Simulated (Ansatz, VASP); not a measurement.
Two plane-wave programs on MoN2

```
CELL_PARAMETERS angstrom
4.33306 0.00000 0.00000
0.00000 4.33306 0.00000
0.00000 0.00000 2.75189
ATOMIC_POSITIONS crystal
Mo 0.50000 0.50000 0.00000
Mo 0.00000 0.00000 0.00000
N 0.88790 0.38790 0.54542
N 0.11210 0.61210 0.54542
N 0.38790 0.11210 0.54542
N 0.61210 0.88790 0.54542
```

Change from the starting cell: all N atoms moved +0.125 Å, as atom 3 along Cartesian [0 0 1].

Alike in both runs: task single point; functional PBE; k mesh 12 × 12 × 18; occupations gaussian, width 0.15 eV; no spin polarisation.

```csv
,VASP,Ansatz
version,VASP 6.6.1,Ansatz 0.2.0
potentials or method,"VASP PAW PBE potentials, release 64 (Mo_sv, N), cutoff 520 eV","scalar-relativistic, plane waves, PAW"
valence electrons in the cell,48,48
```

```tsv
	VASP	Ansatz	Ansatz less VASP
gap on the k mesh at the Fermi level (eV)	none	none	-
pressure (GPa)	3.1	2.6	-0.54
traceless stress, the component that is largest in VASP (GPa)	1.00	1.22	+0.219
rms of the force components (eV/Å)	0.251	0.249	-0.0017
```

Atom by atom the forces differ by 0.039 eV/Å (rms over components). A gap of «none» marks a metal or a gap that the smearing closes.
